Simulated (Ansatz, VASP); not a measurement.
PtS2: VASP beside Ansatz

```
Pt S
1.0
     3.55262    0.00000    0.00000
    -1.77631    3.07666    0.00000
     0.00000    0.00000    5.12283
Pt S
1 2
Direct
  0.00000 0.00000 0.00000
  0.33333 0.66667 0.23925
  0.66667 0.33333 0.76075
```

Alike in both runs: task single point; functional PBEsol; k mesh 8 × 8 × 1; no spin polarisation.

```csv
,VASP,Ansatz
version,VASP 6.6.1,Ansatz 0.2.0
potentials or method,"VASP PAW PBE potentials, release 64 (Pt, S)",plane waves
plane-wave cutoff (eV),520,420
occupations,"gaussian, width 0.01 eV",fixed
valence electrons in the cell,22,30
```

|  | VASP | Ansatz | Ansatz less VASP |
| --- | --- | --- | --- |
| gap on the k mesh at the Fermi level (eV) | 0.76 | 0.76 | -0.001 |
| pressure (GPa) | -2.3 | -2.0 | +0.30 |
| traceless stress, the component that is largest in VASP (GPa) | 0.26 | 0.16 | -0.103 |
| rms of the force components (eV/Å) | 0.032 | 0.021 | -0.0113 |

VASP's potentials were made for PBE, not for PBEsol. Atom by atom the forces differ by 0.011 eV/Å (rms over components). VASP's potentials hold 22 valence electrons a cell and Ansatz's 30, so a difference there can come from the potentials and not from the codes.

The k mesh is coarse, so the values compare programs but aren't converged. Neither program's run includes spin-orbit coupling.
